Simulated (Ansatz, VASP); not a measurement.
One calculation of MgO, two programs

INCAR

```
PREC = Accurate ; ENCUT = 600
EDIFF = 1E-7 ; ISMEAR = 0
SIGMA = 0.01 ; LREAL = F
LASPH = T ; NELM = 120
ALGO = Normal ; ISIF = 3
LWAVE = F ; LCHARG = F
GGA = PE ; IBRION = 2
NSW = 80 ; EDIFFG = -0.001
GGA_COMPAT = F ; NELMIN = 4
```

KPOINTS

```
regular mesh
0
Gamma
  8 8 8
```

File POSCAR:

```
MgO
1.0
    0.0000000000      2.3062840489      2.3062840489
    2.3062840489      0.0000000000      2.3062840489
    2.3062840489      2.3062840489      0.0000000000
Mg O
1 1
Direct
    0.0000000000      0.0000000000      0.0000000000
    0.2500000000      0.2500000000      0.2500000000
```

Input for Ansatz:

```yaml
crystal:
  lattice:
    - [0.0, 2.3062840489, 2.3062840489]
    - [2.3062840489, 0.0, 2.3062840489]
    - [2.3062840489, 2.3062840489, 0.0]
  atoms:
    - { symbol: Mg, position: [0.0, 0.0, 0.0] }
    - { symbol: O, position: [0.25, 0.25, 0.25] }
basis:
  ecutwfc: 420
kpoints:
  mp_grid: { grid: [8, 8, 8] }
hamiltonian:
  xc: pbe
scf:
  occupations: { method: fixed }
output:
  forces: true
  stress: true
  eigenvalues: true
relax:
  adjacent_minimum: "off"
  f_tol: 0.001
  max_steps: 60
  cell: { stress_tol: 0.01 }
```

Alike in both runs: task relaxation of cell and atoms; functional PBE; k mesh 8 × 8 × 8; no spin polarisation.

|  | VASP | Ansatz |
| --- | --- | --- |
| version | VASP 6.6.1 | Ansatz 0.2.0 |
| potentials or method | VASP PAW PBE potentials, release 64 (Mg, O), cutoff 600 eV | scalar-relativistic, plane waves, PAW |
| occupations | gaussian, width 0.01 eV | fixed |
| valence electrons in the cell | 8 | 16 |

Ansatz gave:

| Item | Value |
| --- | --- |
| gap on the k mesh at the Fermi level, each at its own relaxed structure (eV) | 3.48 |
| relaxed volume (Å³/atom) | 12.27 |
| relaxed cell length with the largest relative difference (Å) | 3.262 |

Question: Which values does VASP return?

Answer: gap on the k mesh at the Fermi level, each at its own relaxed structure (eV): 3.49; relaxed volume (Å³/atom): 12.21; relaxed cell length with the largest relative difference (Å): 3.256.

VASP's potentials hold 8 valence electrons a cell and Ansatz's 16, so a difference there can come from the potentials and not from the codes.
